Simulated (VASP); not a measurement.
Input of a VASP 6.6.1 run:

File INCAR:

```
SYSTEM = InSb3
ALGO     = Fast           ! electronic algorithm
EDIFF    = 1E-6           ! SCF threshold, eV
ENCUT    = 520            ! plane-wave cutoff, eV
GGA      = PE             ! functional
ISIF     = 2              ! what is computed and relaxed
ISMEAR   = 0              ! smearing method
IVDW     = 12             ! dispersion correction
LASPH    = .True.         ! aspherical terms in the spheres
LCHARG   = .True.         ! write CHGCAR
LELF     = .True.         ! ELF
LREAL    = .False.        ! projectors in reciprocal space
LVHAR    = .True.       
LWAVE    = .False.        ! write WAVECAR
NBANDS   = 38             ! bands
NELM     = 100            ! most SCF steps
PREC     = Accurate       ! precision mode
SIGMA    = 0.15           ! smearing width, eV
```

Contents of KPOINTS:

```
k-points
0
Gamma
  10 8 8
  0 0 0
```

File POSCAR:

```
InSb3
1.0
   -4.7333130259      0.0000000000      0.0000000000
    0.0000000000      4.7333130259      4.7333130259
    0.0000000000      4.7333130259     -4.7333130259
In Sb
2 6
Direct
    1.0000000000      0.0000000000      0.0000000000
    1.0000000000      0.5000000000      0.5000000000
    0.5000000000      0.2658451384      0.7658451384
    0.5000000000      0.7341548616      0.2341548616
    0.0000000000      0.5000000000      0.0000000000
    0.0000000000      0.0000000000      0.5000000000
    0.5000000000      0.7658451384      0.7341548616
    0.5000000000      0.2341548616      0.2658451384
```

Potentials or basis: VASP PAW PBE potentials, release 64 (In_d, Sb).

Run with:

```console
$ cat potpaw_PBE.64/In_d/POTCAR potpaw_PBE.64/Sb/POTCAR > POTCAR
$ mpirun -np 1 vasp_std > vasp.out
```

Predict the band gap on the k mesh.

zero (bands 28 and 29 overlap by 1.81 eV).

Predict the largest force.

0.013 eV/Å.

Predict the dispersion energy per atom.

-0.478 eV.

Stress tensor (GPa, compression positive):
```
 0.44  0.00  0.00
 0.00 -0.15  0.00
 0.00  0.00 -0.15
```

Caveat: spin-orbit coupling is left out, which moves the levels of the heavy elements.
